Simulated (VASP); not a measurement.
A run of VASP 6.6.1 is set up as follows.

POSCAR

```
Au
1.0
    0.0000000000      2.0615246536      2.0615246536
    2.0615246536      0.0000000000      2.0615246536
    2.0615246536      2.0615246536      0.0000000000
Au
1
Direct
    0.0000000000      0.0000000000      0.0000000000
```

File INCAR.step1:

```
PREC = Accurate
ENCUT = 520
ISMEAR = -1
SIGMA = 0.1
LREAL = F
LASPH = T
NELM = 80
NBANDS = 12
GGA = PE
ALGO = Normal
EDIFF = 1E-4
LWAVE = T
LCHARG = F
```

Contents of INCAR.step2:

```
PREC = Accurate
ENCUT = 520
EDIFF = 1E-6
ISMEAR = -1
SIGMA = 0.1
LREAL = F
LASPH = T
NELM = 80
ALGO = Normal
ISIF = 2
LWAVE = F
LCHARG = F
METAGGA = R2SCAN
LMIXTAU = T
NBANDS = 12
ISTART = 1
```

File KPOINTS:

```
Automatic mesh
0
Gamma
  13 13 13
```

Potentials or basis: VASP PAW PBE potentials, release 64 (Au).

Command:

```sh
$ cat potpaw_PBE.64/Au/POTCAR > POTCAR
$ cp INCAR.step1 INCAR
$ mpirun -np 1 vasp_std > vasp.out
$ cp INCAR.step2 INCAR
$ mpirun -np 1 vasp_std > vasp.out
```

What does it give for the pressure?

0.3 GPa.

Caveat: the PAW data sets were made with another functional, which shifts forces and pressure a little.
